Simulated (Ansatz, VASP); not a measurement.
## Two plane-wave programs on MgO

```
Mg O
1.0
    -0.03448    2.06769    2.06769
     2.06769   -0.03448    2.06769
     2.06769    2.06769   -0.03448
Mg O
1 1
Cartesian
  0.0000 0.0000 0.0000
  2.0505 2.0505 2.0505
```

Change from the starting cell: shear_111 strain -2.5%.

Alike in both runs: task single point; functional PBE; k mesh 10 × 10 × 10; occupations fermi-dirac, width 0.02 eV; no spin polarisation.

```csv
,VASP,Ansatz
version,VASP 6.6.1,Ansatz 0.2.0
potentials or method,"VASP PAW PBE potentials, release 64 (Mg, O)","plane waves, PAW"
plane-wave cutoff (eV),520,420
valence electrons in the cell,8,16
```

|  | VASP | Ansatz | Ansatz less VASP |
| --- | --- | --- | --- |
| gap on the k mesh at the Fermi level (eV) | 4.89 | 4.91 | +0.017 |
| pressure (GPa) | 9.4 | 10.1 | +0.70 |
| traceless stress, the component that is largest in VASP (GPa) | 2.43 | 2.41 | -0.019 |

VASP's potentials hold 8 valence electrons a cell and Ansatz's 16, so a difference there can come from the potentials and not from the codes.
